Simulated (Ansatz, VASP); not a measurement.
**Gd: VASP beside Ansatz**

INCAR

```
SYSTEM = Gd
PREC     = Accurate       ! precision mode
ENCUT    = 520            ! plane-wave cutoff, eV
EDIFF    = 1E-7           ! SCF threshold, eV
ISMEAR   = -1             ! smearing method
SIGMA    = 0.05           ! smearing width, eV
LREAL    = .False.        ! projectors in reciprocal space
LASPH    = .True.         ! aspherical terms in the spheres
NELM     = 150            ! most SCF steps
ALGO     = Fast           ! electronic algorithm
ISIF     = 2              ! what is computed and relaxed
LWAVE    = .False.        ! write WAVECAR
LCHARG   = .False.        ! write CHGCAR
ISPIN    = 2              ! spin polarisation
MAGMOM   = 7              ! initial moments
LORBIT   = 11             ! projections on sites
LMAXMIX  = 6              ! l up to which the mixer works
GGA      = PE             ! functional
NBANDS   = 19             ! bands
```

File KPOINTS:

```
regular mesh
0
Gamma
  9 9 9
  0 0 0
```

The input POSCAR:

```
Gd
1.0
    0.0000000000      2.6029442143      2.6029442143
    2.6029442143      0.0000000000      2.6029442143
    2.6029442143      2.6029442143      0.0000000000
Gd
1
Direct
    0.0000000000      0.0000000000      0.0000000000
```

The input input.yaml:

```yaml
crystal:
  lattice:
    - [0.0, 2.6029442143, 2.6029442143]
    - [2.6029442143, 0.0, 2.6029442143]
    - [2.6029442143, 2.6029442143, 0.0]
  atoms:
    - { symbol: Gd, position: [0.0, 0.0, 0.0], spin: 7.0 }
kpoints:
  mp_grid: { grid: [9, 9, 9] }
scf:
  occupations: { method: fermi_dirac, width: 0.05 }
hamiltonian:
  xc: pbe
  pseudopotentials: { kind: all_electron, lapw: { basis_error: 0.0005 } }
magnetization:
  spin_polarized: true
output:
  forces: true
  stress: true
  eigenvalues: true
```

Change from the starting cell: volume scaled by 1.02.

Alike in both runs: task single point; functional PBE; k mesh 9 × 9 × 9; occupations fermi-dirac, width 0.05 eV; collinear spin.

|  | VASP | Ansatz |
| --- | --- | --- |
| version | VASP 6.6.1 | Ansatz 0.2.0 |
| potentials or method | VASP PAW PBE potentials, release 64 (Gd), cutoff 520 eV | all-electron LAPW, scalar-relativistic |

```csv
,VASP,Ansatz,Ansatz less VASP
gap on the k mesh at the Fermi level (eV),none,none,-
pressure (GPa),-1.8,-1.8,+0.04
net moment per atom (μB),7.62,7.61,-0.011
size of the moment on the site where the two differ most (μB),6.97,7.46,+0.488
```

Site moments also hang on the region over which each program counts them. A gap of «none» marks a metal or a gap that the smearing closes. Ansatz ran all-electron here, and VASP with PAW potentials.

Neither program's run includes spin-orbit coupling. Noted on Ansatz's run: the open f shell may have settled in a state that isn't the lowest.
